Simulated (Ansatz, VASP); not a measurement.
## Two plane-wave programs on Ba2MgAl2

The input INCAR:

```
ALGO = Normal ; EDIFF = 1E-6
ENCUT = 520 ; GGA = PE
ISIF = 2 ; ISMEAR = -1
LASPH = T ; LCHARG = T
LELF = T ; LREAL = F
LVHAR = T ; LWAVE = F
NBANDS = 22 ; NELM = 100
PREC = Accurate ; SIGMA = 0.1
```

Contents of KPOINTS:

```
k-points
0
Gamma
  9 9 5
```

Contents of POSCAR:

```
Ba2MgAl2
1.0
    4.3352650000      0.0000000000      0.0000000000
   -2.1676320000      3.7544520000      0.0000000000
    0.0000000000      0.0000000000      7.4676440000
Al Ba Mg
2 2 1
Direct
    0.3333300000      0.6666700000      0.3773000000
    0.6666700000      0.3333300000      0.6227000000
    0.3333300000      0.6666700000      0.7346000000
    0.6666700000      0.3333300000      0.2654000000
    0.0000000000      0.0000000000      0.0000000000
```

Input for Ansatz:

```yaml
crystal:
  lattice:
    - [4.335265, 0.0, 0.0]
    - [-2.167632, 3.754452, 0.0]
    - [0.0, 0.0, 7.467644]
  atoms:
    - { symbol: Al, position: [0.33333, 0.66667, 0.3773] }
    - { symbol: Al, position: [0.66667, 0.33333, 0.6227] }
    - { symbol: Ba, position: [0.33333, 0.66667, 0.7346] }
    - { symbol: Ba, position: [0.66667, 0.33333, 0.2654] }
    - { symbol: Mg, position: [0.0, 0.0, 0.0] }
  symmetry: { tolerance: 0.0003 }
kpoints:
  mp_grid: { grid: [9, 9, 5], shift: [0, 0, 0] }
  band_path:
    path:
      - [0.0, 0.0, 0.0]
      - [0.5, 0.0, 0.0]
      - [0.33333333, 0.33333333, 0.0]
      - [0.0, 0.0, 0.0]
      - [0.0, 0.0, 0.5]
      - [0.5, 0.0, 0.5]
      - [0.33333333, 0.33333333, 0.5]
      - [0.0, 0.0, 0.5]
      - [0.5, 0.0, 0.5]
      - [0.5, 0.0, 0.0]
      - [0.33333333, 0.33333333, 0.5]
    npoints: 6
magnetization:
  spin_polarized: false
scf:
  occupations: { method: fermi_dirac }
  lower_state_search: "off"
  max_iter: 200
hamiltonian:
  pseudopotentials: { kind: paw }
  xc: pbe
basis:
  ecutwfc: 420
  fft_grid_basis: typed
output:
  forces: true
  stress: true
  eigenvalues: true
  bader: true
  populations: true
  elf: true
  write_potential: true
  volumetric_format: npy
  dos:
    e_range: [-12, 8]
    de: 0.05
    projected: { site_lists: { Al: [Al], Ba: [Ba], Mg: [Mg] } }
checkpoint:
  read: saved_state
```

Alike in both runs: task single point; functional PBE; k mesh 9 × 9 × 5; no spin polarisation.

```csv
,VASP,Ansatz
version,VASP 6.6.1,Ansatz 0.2.0
potentials or method,"VASP PAW PBE potentials, release 64 (Al, Ba_sv, Mg), cutoff 520 eV",PAW plane waves
occupations,"fermi-dirac, width 0.1 eV",fermi-dirac
valence electrons in the cell,28,36
```

Ansatz gave:

- rms of the force components (eV/Å): 1.759

**Question.** Estimate VASP's values.

**Answer.** rms of the force components (eV/Å): 1.805.

Atom by atom the forces differ by 0.061 eV/Å (rms over components). VASP's potentials hold 28 valence electrons a cell and Ansatz's 36, so a difference there can come from the potentials and not from the codes. Ansatz's warnings: structure snapped to symmetry.

Spin-orbit coupling is off throughout.
